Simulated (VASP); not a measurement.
# CaSe in VASP: notebook

The runs below take CaSe through single point, with PBE, r2SCAN.

Everything below comes from runs of VASP 6.6.1. Logs are shortened: lines on timing, memory, paths and dates and some standing lists are left out, and cuts for length are marked.

## 1. The cell of the first run

It takes space group Fm-3m (No. 225, cubic). Conventional cell: a = 5.935 Å, b = 5.935 Å, c = 5.935 Å, α = 90.00°, β = 90.00°, γ = 90.00°. Ca (site symmetry m-3m) has 6 Se at 2.97 Å within 3.9 Å. Se (site symmetry m-3m) has 6 Ca at 2.97 Å within 3.9 Å.

## 2. Single point, PBE

INCAR reads:

```
SYSTEM = CaSe
PREC = Accurate
ENCUT = 520
EDIFF = 1E-6
ISMEAR = -1
SIGMA = 0.02
LREAL = .FALSE.
LASPH = .TRUE.
NELM = 60
ALGO = Normal
ISIF = 2
LWAVE = .FALSE.
LCHARG = .FALSE.
GGA = PE
NBANDS = 15
```

KPOINTS reads:

```
regular mesh
0
G
  8 8 8
  0 0 0
```

POSCAR reads:

```
CaSe
1.0
    0.0000000000      2.9675351104      2.9675351104
    2.9675351104      0.0000000000      2.9675351104
    2.9675351104      2.9675351104      0.0000000000
Ca Se
1 1
Direct
    0.0000000000      0.0000000000      0.0000000000
    0.5000000000      0.5000000000      0.5000000000
```

Potentials or basis: VASP PAW PBE potentials, release 64 (Ca_sv, Se).

Launch:

```
$ cat potpaw_PBE.64/Ca_sv/POTCAR potpaw_PBE.64/Se/POTCAR > POTCAR
$ mpirun -np 1 vasp_std > vasp.out
```

OUTCAR:

```text
SYSTEM = CaSe
   PREC = Accurate
   ENCUT = 520
   EDIFF = 1E-6
   ISMEAR = -1
   LREAL = .FALSE.
   LASPH = .TRUE.
   NELM = 60
   ISIF = 2
   GGA = PE

 ion  position               nearest neighbor table
   1  0.000  0.000  0.000-   2 2.97   2 2.97   2 2.97   2 2.97   2 2.97   2 2.97
   2  0.500  0.500  0.500-   1 2.97   1 2.97   1 2.97   1 2.97   1 2.97   1 2.97

  LATTYP: Found a face centered cubic cell.
 ALAT       =     5.9350702208

  Lattice vectors:

 A1 = (   0.0000000000,   2.9675351104,   2.9675351104)
 A2 = (   2.9675351104,   0.0000000000,   2.9675351104)
 A3 = (   2.9675351104,   2.9675351104,   0.0000000000)

Analysis of symmetry for initial positions (statically):
=====================================================================
 Subroutine PRICEL returns:
 Original cell was already a primitive cell.

 Routine SETGRP: Setting up the symmetry group for a
 face centered cubic supercell.

 Subroutine GETGRP returns: Found 48 space group operations
 (whereof 48 operations were pure point group operations)
 out of a pool of 48 trial point group operations.

The static configuration has the point symmetry O_h .

Analysis of symmetry for dynamics (positions and initial velocities):
=====================================================================
 Subroutine PRICEL returns:
 Original cell was already a primitive cell.

 Routine SETGRP: Setting up the symmetry group for a
 face centered cubic supercell.

 Subroutine GETGRP returns: Found 48 space group operations
 (whereof 48 operations were pure point group operations)
 out of a pool of 48 trial point group operations.

The dynamic configuration has the point symmetry O_h .

 Subroutine INISYM returns: Found 48 space group operations
 (whereof 48 operations are pure point group operations),
 and found     1 'primitive' translations

----------------------------------------------------------------------------------------

                                     Primitive cell

  volume of cell :      52.2658

  direct lattice vectors                    reciprocal lattice vectors
     0.000000000  2.967535110  2.967535110    -0.168490003  0.168490003  0.168490003
     2.967535110  0.000000000  2.967535110     0.168490003 -0.168490003  0.168490003
     2.967535110  2.967535110  0.000000000     0.168490003  0.168490003 -0.168490003

  length of vectors
     4.196728400  4.196728400  4.196728400     0.291833246  0.291833246  0.291833246

  position of ions in fractional coordinates (direct lattice)
     0.000000000  0.000000000  0.000000000
     0.500000000  0.500000000  0.500000000

  ion indices of the primitive-cell ions
   primitive index   ion index
                 1           1
                 2           2

----------------------------------------------------------------------------------------

 KPOINTS: regular mesh

Automatic generation of k-mesh.
 Grid dimensions read from file:
 generate k-points for:    8    8    8

 Generating k-lattice:

  Cartesian coordinates                     Fractional coordinates (reciprocal lattice)
    -0.021061250  0.021061250  0.021061250     0.125000000  0.000000000  0.000000000
     0.021061250 -0.021061250  0.021061250     0.000000000  0.125000000  0.000000000
     0.021061250  0.021061250 -0.021061250     0.000000000  0.000000000  0.125000000

  Length of vectors
     0.036479156  0.036479156  0.036479156

  Shift w.r.t. Gamma in fractional coordinates (k-lattice)
     0.000000000  0.000000000  0.000000000

 Subroutine IBZKPT returns following result:
 ===========================================

 Found     29 irreducible k-points:

 Following reciprocal coordinates:
            Coordinates               Weight
  0.000000  0.000000  0.000000      1.000000
  0.125000  0.000000  0.000000      8.000000
  0.250000  0.000000  0.000000      8.000000
  0.375000  0.000000  0.000000      8.000000
  0.500000  0.000000  0.000000      4.000000
  0.125000  0.125000  0.000000      6.000000
[... 16 lines left out ...]
  0.500000  0.250000  0.125000     48.000000
 -0.375000  0.250000  0.125000     24.000000
 [... further k-points ...]
   k-points           NKPTS =     29   k-points in BZ     NKDIM =     29   number of bands    NBANDS=     15
   number of dos      NEDOS =    301   number of ions     NIONS =      2
   total plane-waves  NPLWV =  32768
   dimension x,y,z NGX =    32 NGY =   32 NGZ =   32
   dimension x,y,z NGXF=    64 NGYF=   64 NGZF=   64
   ions per type =               1   1
   NGX,Y,Z   is equivalent  to a cutoff of  12.68, 12.68, 12.68 a.u.
   NGXF,Y,Z  is equivalent  to a cutoff of  25.35, 25.35, 25.35 a.u.
 SYSTEM =  CaSe
   PREC   = accura    normal or accurate (medium, high low for compatibility)
   ISTART =      0    job   : 0-new  1-cont  2-samecut
   ICHARG =      2    charge: 1-file 2-atom 10-const
   ISPIN  =      1    spin polarized calculation?
   LNONCOLLINEAR =      F non collinear calculations
   LSORBIT =      F    spin-orbit coupling
   LASPH  =      T    aspherical Exc in radial PAW
   ENCUT  =  520.0 eV  38.22 Ry    6.18 a.u.   7.80  7.80  7.80*2*pi/ulx,y,z
   NELM   =     60;   NELMIN=  2; NELMDL= -5     # of ELM steps
   EDIFF  = 0.1E-05   stopping-criterion for ELM
   LREAL  =      F    real-space projection
   EDIFFG = 0.1E-04   stopping-criterion for IOM
   NSW    =      0    number of steps for IOM
   IBRION =     -1    ionic relax: 0-MD 1-quasi-New 2-CG
   NFREE  =      0    steps in history (QN), initial steepest desc. (CG)
   ISIF   =      2    stress and relaxation
   ISYM   =      2    0-nonsym 1-usesym 2-fastsym
   POTIM  = 0.5000    time-step for ionic-motion
   TEBEG  =    0.0;   TEEND  =   0.0 temperature during run
   PSTRESS=    0.0 pullay stress
   NELECT =      16.0000    total number of electrons
   NUPDOWN=      -1.0000    fix difference up-down
   EMIN   =  10.00;   EMAX   =-10.00  energy-range for DOS
   EFERMI =   0.00;   METHOD = LEGACY
   ISMEAR =    -1;   SIGMA  =   0.02  broadening in eV -4-tet -1-fermi 0-gaus
   EFERMI_NEDOS =   21; number of points for ismear=-14 and -15
   IALGO  =     38    algorithm
   IMIX   =      4    mixing-type and parameters
     AMIX     =   0.40;   BMIX     =  1.00
     AMIX_MAG =   1.60;   BMIX_MAG =  1.00
  volume/ion in A,a.u.               =      26.13       176.35
  Fermi-wavevector in a.u.,A,eV,Ry     =   1.103339  2.085008 16.563146  1.217357
  Thomas-Fermi vector in A             =   2.239796
   LORBIT       =      0    0 simple, 1 ext, 2 COOP (PROOUT), +10 PAW based schemes
   GGA     = PE    functional components
   LHFCALC =     F    Hartree Fock is set to
   AEXX    =    0.0000 exact exchange contribution
   IVDW    =     0    specifies the selected vdW correction
   LEPSILON=     F    determine dielectric tensor
   LRPA    =     F    only Hartree local field effects (RPA)
 non-spin polarized calculation
  energy-cutoff  :      520.00
  volume of cell :       52.27
 maximum number of plane-waves:      1424
   NGX = 15   NGY = 15   NGZ = 15

 number of electron      15.9999997 magnetization

 Free energy of the ion-electron system (eV)
  ---------------------------------------------------
  ext. energy  EPLUGINS =         0.00000000
  ---------------------------------------------------
  free energy    TOTEN  =        -9.48402633 eV

  energy without entropy =       -9.48402633  energy(sigma->0) =       -9.48402633

 E-fermi :   2.8816     XC(G=0):  -9.1130

 val. band max:        2.3775994401   @ k =   0.0000   0.0000   0.0000
 cond. band min:       4.4249935621   @ k =   0.5000   0.5000   0.0000
 fundamental gap:      2.0473941220
 Fermi energy:         2.8815677438

 k-point     1 :       0.0000    0.0000    0.0000
  band No.  band energies     occupation
      1     -37.4022      2.00000
      2     -18.3944      2.00000
      3     -18.3944      2.00000
      4     -18.3944      2.00000
      5      -9.3866      2.00000
      6       2.3776      2.00000
      7       2.3776      2.00000
      8       2.3776      2.00000
      9       5.6655      0.00000
     10       6.0870      0.00000
     11       6.0870      0.00000
     12       6.0870      0.00000
     13       6.6460      0.00000
     14       6.6460      0.00000
     15      12.0777      0.00000

 k-point     2 :       0.1250    0.0000    0.0000
  band No.  band energies     occupation
      1     -37.4013      2.00000
      2     -18.4107      2.00000
      3     -18.3955      2.00000
      4     -18.3955      2.00000
      5      -9.2961      2.00000
      6       1.6180      2.00000
      7       2.1426      2.00000
      8       2.1426      2.00000
      9       5.9732      0.00000
     10       6.2959      0.00000
     11       6.2959      0.00000
     12       6.6556      0.00000
     13       7.0449      0.00000
     14       7.0449      0.00000
     15      12.2290      0.00000

 k-point     3 :       0.2500    0.0000    0.0000
  band No.  band energies     occupation
      1     -37.3990      2.00000
      2     -18.4496      2.00000
      3     -18.3981      2.00000
      4     -18.3981      2.00000
      5      -9.0666      2.00000
      6       0.3955      2.00000
      7       1.6899      2.00000
      8       1.6899      2.00000
      9       6.0947      0.00000
     10       6.8061      0.00000
     11       6.8061      0.00000
     12       8.0224      0.00000
     13       8.0224      0.00000
     14       8.0571      0.00000
     15      11.7318      0.00000

 k-point     4 :       0.3750    0.0000    0.0000
  band No.  band energies     occupation
      1     -37.3968      2.00000
      2     -18.4878      2.00000
      3     -18.4008      2.00000
      4     -18.4008      2.00000
      5      -8.8180      2.00000
      6      -0.5269      2.00000
      7       1.3312      2.00000
      8       1.3312      2.00000
      9       6.4665      0.00000
     10       7.4718      0.00000
     11       7.4718      0.00000
     12       8.3233      0.00000
     13       9.1065      0.00000
     14       9.1065      0.00000
     15      11.3522      0.00000
[... 307 lines left out ...]
 k-point    22 :       0.3750    0.2500    0.1250
  band No.  band energies     occupation
      1     -37.3974      2.00000
      2     -18.4553      2.00000
      3     -18.4159      2.00000
      4     -18.4029      2.00000
      5      -8.9494      2.00000
      6       0.0881      2.00000
      7       1.4341      2.00000
      8       1.4885      2.00000
      9       5.7995      0.00000
     10       7.0290      0.00000
     11       7.5264      0.00000
     12       7.5443      0.00000
     13       8.1752      0.00000
     14       9.9029      0.00000
     15      10.9438      0.00000

 k-point    23 :       0.5000    0.2500    0.1250
  band No.  band energies     occupation
      1     -37.3956      2.00000
      2     -18.4746      2.00000
      3     -18.4241      2.00000
      4     -18.4075      2.00000
      5      -8.7890      2.00000
      6      -0.2807      2.00000
      7       0.9630      2.00000
      8       1.2483      2.00000
      9       6.2613      0.00000
     10       7.5580      0.00000
     11       7.8602      0.00000
     12       8.0137      0.00000
     13       8.4824      0.00000
     14      10.0665      0.00000
     15      10.3808      0.00000

 k-point    24 :      -0.3750    0.2500    0.1250
  band No.  band energies     occupation
      1     -37.3948      2.00000
      2     -18.4830      2.00000
      3     -18.4258      2.00000
      4     -18.4106      2.00000
      5      -8.7202      2.00000
      6      -0.4197      2.00000
      7       0.7715      2.00000
      8       1.1593      2.00000
      9       6.8417      0.00000
     10       7.1238      0.00000
     11       8.0731      0.00000
     12       8.3437      0.00000
     13       8.6848      0.00000
     14       9.5699      0.00000
     15      10.9207      0.00000

 [... further k-points ...]
[... 5 lines left out ...]
  --------------------------------------------------------------------------------------
  -------------------------------------------------------------------------------------
  Total        0.2411578      0.2411578      0.2411578      0.0000000      0.0000000      0.0000000
  in kB        7.3925502      7.3925502      7.3925502      0.0000000      0.0000000      0.0000000
  external PRESSURE =       7.3925502 kB  Pullay stress =       0.0000000 kB

 VOLUME and BASIS-vectors are now :
 -----------------------------------------------------------------------------
  energy-cutoff  :      520.00
  volume of cell :       52.27
      direct lattice vectors                 reciprocal lattice vectors
     0.000000000  2.967535110  2.967535110    -0.168490003  0.168490003  0.168490003
     2.967535110  0.000000000  2.967535110     0.168490003 -0.168490003  0.168490003
     2.967535110  2.967535110  0.000000000     0.168490003  0.168490003 -0.168490003

 POSITION                                       TOTAL-FORCE (eV/Angst)
 -----------------------------------------------------------------------------------
      0.00000      0.00000      0.00000         0.000000      0.000000      0.000000
      2.96754      2.96754      2.96754        -0.000000     -0.000000     -0.000000
 -----------------------------------------------------------------------------------
    total drift:                                0.000000     -0.000000     -0.000000

  FREE ENERGIE OF THE ION-ELECTRON SYSTEM (eV)
  ---------------------------------------------------
  free  energy   TOTEN  =        -9.4840263282 eV

  energy  without entropy=       -9.4840263282  energy(sigma->0) =       -9.48402633
```

Run time: 16 s. Hardware: 1 thread of Intel Xeon Platinum 8259CL at 2.50GHz (Skylake/Cascade Lake), shared host; peak memory 0.18 GiB.

What came out:

```yaml
Free_energy: -9.4840 eV
Pressure: 0.7 GPa
Band_gap_on_the_k_mesh: 2.05 eV, indirect (least direct gap 2.97 eV)
```

A k mesh can miss the band edges.

## 3. Single point, r2SCAN (strain -1.0%)

POSCAR reads:

```
CaSe
1.0
    0.0000000000      2.9378597593      2.9378597593
    2.9378597593      0.0000000000      2.9378597593
    2.9378597593      2.9378597593      0.0000000000
Ca Se
1 1
Direct
    0.0000000000      0.0000000000      0.0000000000
    0.5000000000      0.5000000000      0.5000000000
```

INCAR.step1 reads:

```
SYSTEM = CaSe
  PREC = Accurate
  ENCUT = 520
  ISMEAR = 0
  SIGMA = 0.01
  LREAL = .False.
  LASPH = .True.
  NELM = 100
  NBANDS = 15
  GGA = PE
  ALGO = Normal
  EDIFF = 1E-4
  LWAVE = .True.
  LCHARG = .False.
```

INCAR.step2 reads:

```
SYSTEM = CaSe
  PREC = Accurate
  ENCUT = 520
  EDIFF = 1E-6
  ISMEAR = 0
  SIGMA = 0.01
  LREAL = .False.
  LASPH = .True.
  NELM = 100
  ALGO = Normal
  ISIF = 2
  LWAVE = .False.
  LCHARG = .False.
  METAGGA = R2SCAN
  LMIXTAU = .True.
  NBANDS = 15
  ISTART = 1
```

KPOINTS reads:

```
Automatic mesh
0
Gamma
  8 8 8
  0 0 0
```

Potentials or basis: VASP PAW PBE potentials, release 64 (Ca_sv, Se).

Launch:

```
$ cat potpaw_PBE.64/Ca_sv/POTCAR potpaw_PBE.64/Se/POTCAR > POTCAR
$ cp INCAR.step1 INCAR
$ mpirun -np 1 vasp_std > vasp.out
$ cp INCAR.step2 INCAR
$ mpirun -np 1 vasp_std > vasp.out
```

Run time: 62 s. Hardware: 1 thread of Intel Xeon Platinum 8259CL at 2.50GHz (Skylake/Cascade Lake), shared host; peak memory 0.19 GiB.

The run converged. Its results:

| Property | Result |
| --- | --- |
| Free energy | -25.9685 eV |
| Pressure | 1.9 GPa |
| Band gap on the k mesh | 2.44 eV, indirect (least direct gap 3.41 eV) |

Levels at points of the mesh, in eV from the valence-band top:
```
           k point  band 5  band 6  band 7  band 8  band 9  band 10  band 11  band 12
(0.00, 0.00, 0.00)  -12.27    0.00    0.00    0.00    4.22     4.22     4.22     4.26
(0.50, 0.00, 0.00)  -11.50   -3.36   -1.23   -1.23    5.16     6.16     6.17     6.17
(0.50, 0.50, 0.00)  -11.64   -2.60   -0.97   -0.97    2.44     5.65     5.90     6.72
```

Caveat: the cell differs from its parent crystal (strain -1.0%); the PAW data sets were made with another functional, which shifts forces and pressure a little.

(Continued in part 2 of 2.)
